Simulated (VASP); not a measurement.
Wanted: the native input for a VASP 6.6.1 run.

| Quantity | Value |
| --- | --- |
| Task | single point |
| Functional | PBEsol |
| Potentials or basis | VASP PAW PBE potentials, release 64 (Zr_sv, H, Pd) |
| Cutoff | 520 eV |
| k mesh | 12 × 12 × 12 |
| Occupations | methfessel-paxton, width 0.05 eV |
| Spin | no spin polarisation |
| Dipole correction | no |
| Further INCAR settings | ALGO = Normal; EDIFF = 1e-07; NBANDS = 28 |

The structure of Zr2H3Pd lies in POSCAR:

```
Zr2H3Pd
1.0
   -1.6033930000      1.6033930000      6.7000100000
    1.6033930000     -1.6033930000      6.7000100000
    1.6033930000      1.6033930000     -6.7000100000
Zr H Pd
2 3 1
Direct
    0.6470620000      0.6470620000      0.0000000000
    0.3529380000      0.3529380000      0.0000000000
    0.5000000000      0.5000000000      0.0000000000
    0.7500000000      0.2500000000      0.5000000000
    0.2500000000      0.7500000000      0.5000000000
    0.0000000000      0.0000000000      0.0000000000
```

The input as run:

INCAR

```
SYSTEM = Zr2H3Pd
ALGO = Normal ; EDIFF = 1E-7
ENCUT = 520 ; GGA = PS
ISIF = 2 ; ISMEAR = 1
LASPH = .True. ; LCHARG = .False.
LREAL = .False. ; LWAVE = .False.
NBANDS = 28 ; NELM = 100
PREC = Accurate ; SIGMA = 0.05
```

KPOINTS

```
k-points
0
Gamma
  12 12 12
  0 0 0
```

Potentials or basis: VASP PAW PBE potentials, release 64 (Zr_sv, H, Pd).

Run with:

```sh
$ cat potpaw_PBE.64/Zr_sv/POTCAR potpaw_PBE.64/H/POTCAR potpaw_PBE.64/Pd/POTCAR > POTCAR
$ mpirun -np 1 vasp_std > vasp.out
```

It gave:

* Pressure: -5.9 GPa
* Largest force: 0.135 eV/Å

Caveat: the PAW data sets were made with another functional, which shifts forces and pressure a little.

Run time: 14 min on 1 thread of Intel(R) Xeon(R) Platinum 8488C (Sapphire Rapids), with other jobs on the host, peak memory 0.61 GiB.
